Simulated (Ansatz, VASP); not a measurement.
One calculation of C, two programs

The input INCAR:

```
SYSTEM = C
PREC = Accurate
ENCUT = 520
EDIFF = 1E-6
ISMEAR = -1
SIGMA = 0.05
LREAL = .FALSE.
LASPH = .TRUE.
NELM = 80
ALGO = Normal
ISIF = 2
LWAVE = .FALSE.
LCHARG = .FALSE.
NBANDS = 26
```

KPOINTS

```
regular mesh
0
G
  12 12 4
  0 0 0
```

The input POSCAR:

```
C
1.0
    2.5552893324      0.0000000000      0.0000000000
   -1.2776446662      2.2129454759      0.0000000000
    0.0000000000      0.0000000000      8.3454953252
C
8
Direct
    0.6666666667      0.3333333333      0.8437500000
    0.3333333333      0.6666666667      0.3437500000
    0.6666666667      0.3333333333      0.6562500000
    0.3333333333      0.6666666667      0.1562500000
    0.0000000000      0.0000000000      0.9062500000
    0.0000000000      0.0000000000      0.4062500000
    0.0000000000      0.0000000000      0.5937500000
    0.0000000000      0.0000000000      0.0937500000
```

input.yaml

```yaml
crystal:
  lattice:
    - [2.5552893324, 0.0, 0.0]
    - [-1.2776446662, 2.2129454759, 0.0]
    - [0.0, 0.0, 8.3454953252]
  atoms:
    - { symbol: C, position: [0.6666666667, 0.3333333333, 0.84375] }
    - { symbol: C, position: [0.3333333333, 0.6666666667, 0.34375] }
    - { symbol: C, position: [0.6666666667, 0.3333333333, 0.65625] }
    - { symbol: C, position: [0.3333333333, 0.6666666667, 0.15625] }
    - { symbol: C, position: [0.0, 0.0, 0.90625] }
    - { symbol: C, position: [0.0, 0.0, 0.40625] }
    - { symbol: C, position: [0.0, 0.0, 0.59375] }
    - { symbol: C, position: [0.0, 0.0, 0.09375] }
hamiltonian:
  xc: lda
  pseudopotentials: { kind: paw }
kpoints:
  mp_grid: { grid: [12, 12, 4] }
scf:
  occupations: { method: fermi_dirac, width: 0.05 }
output:
  forces: true
  stress: true
  eigenvalues: true
  write_density: true
  write_potential: true
  elf: true
  volumetric_format: npy
```

Alike in both runs: task single point; functional LDA; k mesh 12 × 12 × 4; occupations fermi-dirac, width 0.05 eV; no spin polarisation.

|  | VASP | Ansatz |
| --- | --- | --- |
| version | VASP 6.6.1 | Ansatz 0.2.0 |
| potentials or method | VASP PAW LDA potentials, release 64 (C) | Ansatz PAW |
| plane-wave cutoff (eV) | 520 | 420 |
| valence electrons in the cell | 32 | 32 |

|  | VASP | Ansatz | Ansatz less VASP |
| --- | --- | --- | --- |
| gap on the k mesh at the Fermi level (eV) | 4.27 | 4.29 | +0.011 |
| least direct gap on the mesh (eV) | 5.05 | 5.05 | +0.005 |
| pressure (GPa) | -26.6 | -27.9 | -1.26 |
| traceless stress, the component that is largest in VASP (GPa) | 7.50 | 7.50 | -0.001 |
| rms of the force components (eV/Å) | 0.177 | 0.176 | -0.0005 |

LDA's correlation is that of Perdew and Zunger in VASP and of Perdew and Wang (1992) in Ansatz. Atom by atom the forces differ by 0.001 eV/Å (rms over components).

Noted on Ansatz's run: Pulay correction over one GPa.
